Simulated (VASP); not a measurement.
# Ir (Fm-3m) in VASP: further runs, part 2 of 2

VASP 6.6.1. Earlier steps stand in the parts before.

**3. Single point, PBE**

This run uses another cell than the first one, of 13.22 Å³/atom, 0.980 times its volume.

File INCAR:

```
ALGO     = Normal         # electronic algorithm
EDIFF    = 1E-6           # SCF threshold, eV
ENCUT    = 500            # plane-wave cutoff, eV
GGA      = PE             # functional
GGA_COMPAT= F            
ISIF     = 2              # what is computed and relaxed
ISMEAR   = -1             # smearing method
LASPH    = T              # aspherical terms in the spheres
LCHARG   = F              # write CHGCAR
LREAL    = F              # projectors in reciprocal space
LWAVE    = F              # write WAVECAR
NBANDS   = 10             # bands
NELM     = 120            # most SCF steps
PREC     = Accurate       # precision mode
SIGMA    = 0.05           # smearing width, eV
```

File KPOINTS:

```
k-points
0
Gamma
  12 12 12
```

File POSCAR:

```
Ir
1.0
    0.0000000000      1.8764951499      1.8764951499
    1.8764951499      0.0000000000      1.8764951499
    1.8764951499      1.8764951499      0.0000000000
Ir
1
Direct
    0.0000000000      0.0000000000      0.0000000000
```

Potentials or basis: VASP PAW PBE potentials, release 64 (Ir).

On the command line:

```bash
> cat potpaw_PBE.64/Ir/POTCAR > POTCAR
> mpirun -np 1 vasp_std > vasp.out
```

OUTCAR:

```text
EDIFF = 1E-6
   ENCUT = 500
   GGA = PE
   ISIF = 2
   ISMEAR = -1
   LASPH = T
   LREAL = F
   NELM = 120
   PREC = Accurate

 ion  position               nearest neighbor table
   1  0.000  0.000  0.000-

  LATTYP: Found a face centered cubic cell.
 ALAT       =     3.7529902998

  Lattice vectors:

 A1 = (   0.0000000000,   1.8764951499,   1.8764951499)
 A2 = (   1.8764951499,   0.0000000000,   1.8764951499)
 A3 = (   1.8764951499,   1.8764951499,   0.0000000000)

Analysis of symmetry for initial positions (statically):
[... 5 lines left out ...]
 face centered cubic supercell.

 Subroutine GETGRP returns: Found 48 space group operations
 (whereof 48 operations were pure point group operations)
 out of a pool of 48 trial point group operations.

The static configuration has the point symmetry O_h .

Analysis of symmetry for dynamics (positions and initial velocities):
[... 5 lines left out ...]
 face centered cubic supercell.

 Subroutine GETGRP returns: Found 48 space group operations
 (whereof 48 operations were pure point group operations)
 out of a pool of 48 trial point group operations.

The dynamic configuration has the point symmetry O_h .

 Subroutine INISYM returns: Found 48 space group operations
 (whereof 48 operations are pure point group operations),
 and found     1 'primitive' translations
[... 139 lines left out ...]

 E-fermi :  11.6823     XC(G=0): -14.3979

 val. band max:       11.6801006323   @ k =  -0.2500   0.0833   0.0000
 cond. band min:      11.7778590094   @ k =   0.4167   0.4167   0.0000
 fundamental gap:      0.0977583771
 Fermi energy:        11.6822539313

 k-point     1 :       0.0000    0.0000    0.0000
  band No.  band energies     occupation
      1      -0.2386      2.00000
      2       7.3202      2.00000
      3       7.3202      2.00000
      4       7.3202      2.00000
      5      10.3143      2.00000
      6      10.3143      2.00000
      7      25.8001      0.00000
      8      31.7977      0.00000
      9      31.7977      0.00000
     10      31.7977      0.00000
[... 287 lines left out ...]
 k-point    24 :      -0.4167    0.1667    0.0000
  band No.  band energies     occupation
      1       3.8026      2.00000
      2       6.3409      2.00000
      3       8.1018      2.00000
      4       8.3452      2.00000
      5      12.1485      0.00018
      6      15.7031      0.00000
      7      19.5232      0.00000
      8      27.2085      0.00000
      9      29.8317      0.00000
     10      31.9837      0.00000

 [... further k-points ...]
[... 5 lines left out ...]
  --------------------------------------------------------------------------------------
  -------------------------------------------------------------------------------------
  Total        3.4075882      3.4075882      3.4075882     -0.0000000      0.0000000      0.0000000
  in kB      413.1286863    413.1286863    413.1286863     -0.0000000      0.0000000      0.0000000
  external PRESSURE =     413.1286863 kB  Pullay stress =       0.0000000 kB

 VOLUME and BASIS-vectors are now :
 -----------------------------------------------------------------------------
  energy-cutoff  :      500.00
  volume of cell :       13.22
      direct lattice vectors                 reciprocal lattice vectors
     0.000000000  1.876495150  1.876495150    -0.266454193  0.266454193  0.266454193
     1.876495150  0.000000000  1.876495150     0.266454193 -0.266454193  0.266454193
     1.876495150  1.876495150  0.000000000     0.266454193  0.266454193 -0.266454193

 POSITION                                       TOTAL-FORCE (eV/Angst)
 -----------------------------------------------------------------------------------
      0.00000      0.00000      0.00000        -0.000000     -0.000000     -0.000000
 -----------------------------------------------------------------------------------
    total drift:                               -0.000000     -0.000000     -0.000000

  FREE ENERGIE OF THE ION-ELECTRON SYSTEM (eV)
  ---------------------------------------------------
  free  energy   TOTEN  =        -8.7178998778 eV

  energy  without entropy=       -8.7136847302  energy(sigma->0) =       -8.71579230
```

stdout:

```text
POSCAR found type information on POSCAR Ir
 POSCAR found :  1 types and       1 ions
 scaLAPACK will be used
 LDA part: xc-table for (Slater+PW92), standard interpolation
 POSCAR, INCAR and KPOINTS ok, starting setup
 FFT: planning ... GRIDC
 FFT: planning ... GRID_SOFT
 FFT: planning ... GRID
 WAVECAR not read
 entering main loop
```

Run time: 5.5 s. Hardware: 1 thread of AMD EPYC 9R45 (Zen 5), shared host; peak memory 0.1 GiB.

Results:

| Quantity | Value |
| --- | --- |
| Free energy | -8.7179 eV |
| Pressure | 41.3 GPa |

Levels at points of the mesh, in eV from the Fermi level:
```
           k point  band 1  band 2  band 3  band 4  band 5  band 6  band 7  band 8  band 9
(0.00, 0.00, 0.00)  -11.92   -4.36   -4.36   -4.36   -1.37   -1.37   14.12   20.12   20.12
(0.50, 0.00, 0.00)   -8.90   -4.49   -4.49   -0.98    0.97    0.97    7.95   13.68   20.33
(0.50, 0.50, 0.00)   -8.79   -8.17    0.94    1.63    1.63    1.66   11.45   11.99   11.99
```

Caveat: spin-orbit coupling is left out, which moves the levels of the heavy elements.

**4. Single point, PBE**

This run uses another cell than the first one, of 14.48 Å³/atom, 1.074 times its volume.

File INCAR:

```
SYSTEM = Ir
  PREC = Accurate
  ENCUT = 500
  EDIFF = 1E-6
  ISMEAR = -1
  SIGMA = 0.05
  LREAL = .FALSE.
  LASPH = .TRUE.
  NELM = 120
  ALGO = Normal
  ISIF = 2
  LWAVE = .FALSE.
  LCHARG = .FALSE.
  GGA = PE
  NBANDS = 10
  GGA_COMPAT = .FALSE.
```

File KPOINTS:

```
Automatic mesh
0
G
  12 12 12
  0 0 0
```

File POSCAR:

```
Ir
1.0
    0.0000000000      1.9346648194      1.9346648194
    1.9346648194      0.0000000000      1.9346648194
    1.9346648194      1.9346648194      0.0000000000
Ir
1
Direct
    0.0000000000      0.0000000000      0.0000000000
```

On the command line:

```bash
> cat potpaw_PBE.64/Ir/POTCAR > POTCAR
> mpirun -np 1 vasp_std > vasp.out
```

Wall time 5.5 s (1 thread of AMD EPYC 9R45 (Zen 5), shared host); peak memory 0.1 GiB.

Results (log left out):

| Item | Value |
| --- | --- |
| Free energy | -8.8696 eV |
| Pressure | 0.5 GPa |

Levels at points of the mesh, in eV from the Fermi level:
```
           k point  band 1  band 2  band 3  band 4  band 5  band 6  band 7  band 8  band 9
(0.00, 0.00, 0.00)  -10.89   -3.77   -3.77   -3.77   -1.19   -1.19   14.35   19.79   19.79
(0.50, 0.00, 0.00)   -7.88   -3.87   -3.87   -0.72    0.83    0.83    7.00   13.88   19.56
(0.50, 0.50, 0.00)   -7.67   -7.11    0.79    1.38    1.38    1.68   10.17   11.57   11.57
```

Caveat: spin-orbit coupling is left out, which moves the levels of the heavy elements.

**5. Single point, PBE**

This run uses another cell than the first one, of 14.40 Å³/atom, 1.068 times its volume.

File INCAR:

```
PREC = Accurate ; ENCUT = 500
EDIFF = 1E-6 ; ISMEAR = -1
SIGMA = 0.05 ; LREAL = False
LASPH = True ; NELM = 120
ALGO = Normal ; ISIF = 2
LWAVE = False ; LCHARG = True
GGA = PE ; LELF = True
LVHAR = True ; NBANDS = 10
GGA_COMPAT = False
```

File KPOINTS:

```
Automatic mesh
0
Gamma
  12 12 12
```

File POSCAR:

```
Ir
1.0
    0.0000000000      1.9309740720      1.9309740720
    1.9309740720      0.0000000000      1.9309740720
    1.9309740720      1.9309740720      0.0000000000
Ir
1
Direct
    0.0000000000      0.0000000000      0.0000000000
```

On the command line:

```bash
> cat potpaw_PBE.64/Ir/POTCAR > POTCAR
> mpirun -np 1 vasp_std > vasp.out
```

Wall time 5.7 s (1 thread of AMD EPYC 9R45 (Zen 5), shared host); peak memory 0.1 GiB.

It converged, with:

* Free energy: -8.8688 eV
* Pressure: 2.5 GPa

Levels at points of the mesh, in eV from the Fermi level:
```
           k point  band 1  band 2  band 3  band 4  band 5  band 6  band 7  band 8
(0.00, 0.00, 0.00)  -10.95   -3.81   -3.81   -3.81   -1.20   -1.20   14.34   19.81
(0.50, 0.00, 0.00)   -7.94   -3.91   -3.91   -0.74    0.84    0.84    7.06   13.87
(0.50, 0.50, 0.00)   -7.74   -7.17    0.80    1.40    1.40    1.68   10.24   11.60
```

Caveat: spin-orbit coupling is left out, which moves the levels of the heavy elements.

**6. Single point, PBE**

This run uses another cell than the first one, of 14.28 Å³/atom, 1.060 times its volume.

File INCAR:

```
  PREC = Accurate
  ENCUT = 500
  EDIFF = 1E-6
  ISMEAR = -1
  SIGMA = 0.05
  LREAL = False
  LASPH = True
  NELM = 120
  ALGO = Normal
  ISIF = 2
  LWAVE = False
  LCHARG = False
  GGA = PE
  NBANDS = 10
  GGA_COMPAT = False
```

KPOINTS is that of step 5.

File POSCAR:

```
Ir
1.0
    0.0000000000      1.9257627249      1.9257627249
    1.9257627249      0.0000000000      1.9257627249
    1.9257627249      1.9257627249      0.0000000000
Ir
1
Direct
    0.0000000000      0.0000000000      0.0000000000
```

Potentials or basis: VASP PAW PBE potentials, release 64 (Ir).

On the command line:

```bash
> cat potpaw_PBE.64/Ir/POTCAR > POTCAR
> mpirun -np 1 vasp_std > vasp.out
```

Wall time 5.5 s (1 thread of AMD EPYC 9R45 (Zen 5), shared host); peak memory 0.1 GiB.

The run converged. Its results:

- Free energy: -8.8658 eV
- Pressure: 5.5 GPa

Levels at points of the mesh, in eV from the Fermi level:
| k point | band 2 | band 3 | band 4 | band 5 | band 6 | band 7 |
| --- | --- | --- | --- | --- | --- | --- |
| (0.00, 0.00, 0.00) | -3.86 | -3.86 | -3.86 | -1.21 | -1.21 | 14.32 |
| (0.50, 0.00, 0.00) | -3.96 | -3.96 | -0.76 | 0.85 | 0.85 | 7.14 |
| (0.50, 0.50, 0.00) | -7.26 | 0.81 | 1.42 | 1.42 | 1.67 | 10.35 |

Caveat: spin-orbit coupling is left out, which moves the levels of the heavy elements.

**7. Overview**

```tsv
cell	gap on the mesh (eV)	pressure (GPa)
a = 2.671 Å, angles 60.0°, 1 atom	none	30.9
a = 2.654 Å, angles 60.0°, 1 atom	none	41.3
a = 2.736 Å, angles 60.0°, 1 atom	none	0.5
a = 2.731 Å, angles 60.0°, 1 atom	none	2.5
a = 2.723 Å, angles 60.0°, 1 atom	none	5.5
```

Alike in all rows: task single point; level PBE; potentials or basis VASP PAW PBE potentials, release 64 (Ir); no spin polarisation; k mesh 12 × 12 × 12; cutoff (eV) 500; smearing fermi-dirac 0.05 eV.

Caveats: spin-orbit coupling is left out, which moves the levels of the heavy elements.

Total energies depend on the potentials used, so only differences within one code and one set of settings carry meaning.
